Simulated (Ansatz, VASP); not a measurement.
BaZrO3 in VASP and in Ansatz

```
Ba Zr O
1.0
     4.19134    0.00000    0.00000
     0.00000    4.19134    0.00000
     0.00000    0.00000    4.19134
Ba Zr O
1 1 3
Direct
  0.00000 0.00000 0.00000
  0.50000 0.50000 0.50000
  0.00000 0.50000 0.50000
  0.50000 0.00000 0.50000
  0.50000 0.50000 0.00000
```

Alike in both runs: task single point; functional RPBE; k mesh 3 × 3 × 3; no spin polarisation.

```csv
,VASP,Ansatz
version,VASP 6.6.1,Ansatz 0.2.0
potentials or method,"VASP PAW PBE potentials, release 64 (Ba_sv, Zr_sv, O), cutoff 520 eV","plane waves, PAW"
occupations,"gaussian, width 0.01 eV",fixed
valence electrons in the cell,40,40
```

```csv
,VASP,Ansatz,Ansatz less VASP
gap on the k mesh at the Fermi level (eV),3.43,3.45,+0.023
```

VASP's potentials were made for PBE, not for RPBE.

The k mesh is coarse, so the values compare programs but aren't converged. Spin-orbit coupling is off throughout.
